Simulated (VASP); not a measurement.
Input of a VASP 6.6.1 run:

INCAR

```
PREC = Accurate ; ENCUT = 520
EDIFF = 1E-7 ; ISMEAR = 0
SIGMA = 0.15 ; LREAL = False
LASPH = True ; NELM = 60
ALGO = Normal ; ISIF = 2
LWAVE = False ; LCHARG = True
GGA = PS ; LELF = True
LVHAR = True ; NBANDS = 16
```

Contents of KPOINTS:

```
Automatic mesh
0
Gamma
  16 16 16
```

Contents of POSCAR:

```
ZrS
1.0
    0.0000000000      2.5462500000      2.7037500000
    2.5462500000      0.0000000000      2.7037500000
    2.5462500000      2.5462500000      0.0000000000
Zr S
1 1
Direct
    0.0000000000      0.0000000000      0.0000000000
    0.5000000000      0.5000000000      0.5000000000
```

Potentials or basis: VASP PAW PBE potentials, release 64 (Zr_sv, S).

Launch:

```sh
$ cat potpaw_PBE.64/Zr_sv/POTCAR potpaw_PBE.64/S/POTCAR > POTCAR
$ mpirun -np 1 vasp_std > vasp.out
```

Estimate the pressure.

-0.9 GPa.

Estimate the band gap on the k mesh.

zero (bands 9 and 10 overlap by 2.80 eV).

Stress tensor (GPa, compression positive):
```
  4.10   0.00   0.00
  0.00   4.10   0.00
  0.00   0.00 -10.84
```

Caveat: the cell differs from its parent crystal (strain -0.030 along x and y, +0.030 along z); the PAW data sets were made with another functional, which shifts forces and pressure a little.
